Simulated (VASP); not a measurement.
# TiC: single point with PBE

TiC:

```
Ti C
1.0
     0.00000    2.16646    2.16646
     2.16646    0.00000    2.16646
     2.16646    2.16646    0.00000
Ti C
1 1
Direct
  0.00136 0.00142 0.00314
  0.49864 0.49858 0.49686
```

This cell differs from its parent crystal: atoms moved at random.

- Program: VASP 6.6.1
- Task: single point
- Functional: PBE
- Potentials or basis: VASP PAW PBE potentials, release 64 (Ti_sv, C)
- Cutoff: 520 eV
- k mesh: 14 × 14 × 14
- Occupations: gaussian, width 0.15 eV
- Spin: no spin polarisation
- Dipole correction: no
- Further INCAR settings: ALGO = Normal; EDIFF = 1e-06; NBANDS = 15

```json
{
 "Pressure": "0.3 GPa",
 "Largest force": "0.282 eV/Å",
 "Band gap on the k mesh": "zero (band 8 reaches 10.09 eV, above the bottom of band 9 at 9.03 eV)"
}
```

Forces on the atoms (eV/Å):
```
Ti  -0.184 -0.182 -0.112
C    0.184  0.182  0.112
```

Stress tensor (GPa, compression positive):
```
 0.33 -0.09 -0.06
-0.09  0.32 -0.06
-0.06 -0.06  0.26
```

Levels at points of the mesh, in eV from the Fermi level:
```tsv
k point	band 5	band 6	band 7	band 8	band 9	band 10	band 11	band 12
(0.00, 0.00, 0.00)	-12.39	0.66	0.68	0.69	1.49	1.55	1.73	1.87
(0.50, 0.00, 0.00)	-8.91	-5.83	-2.88	-2.88	2.92	2.92	4.10	7.94
(0.00, 0.50, 0.00)	-8.91	-5.83	-2.88	-2.88	2.92	2.92	4.10	7.94
(0.00, 0.00, 0.50)	-8.91	-5.83	-2.88	-2.88	2.92	2.92	4.10	7.97
(0.50, 0.50, 0.50)	-8.91	-5.83	-2.89	-2.89	2.92	2.92	4.10	8.12
(0.50, 0.50, 0.00)	-10.10	-3.42	-1.63	-0.04	0.00	2.72	3.52	3.52
(0.00, 0.50, 0.50)	-10.10	-3.42	-1.62	-0.04	-0.01	2.71	3.52	3.52
(0.50, 0.00, 0.50)	-10.10	-3.42	-1.62	-0.04	-0.01	2.71	3.52	3.52
```

Wall time 6.4 min on 1 thread of Intel(R) Xeon(R) Platinum 8488C (Sapphire Rapids) (shared host), peak memory 0.51 GiB.

Caveat: the cell differs from its parent crystal (atoms moved at random).
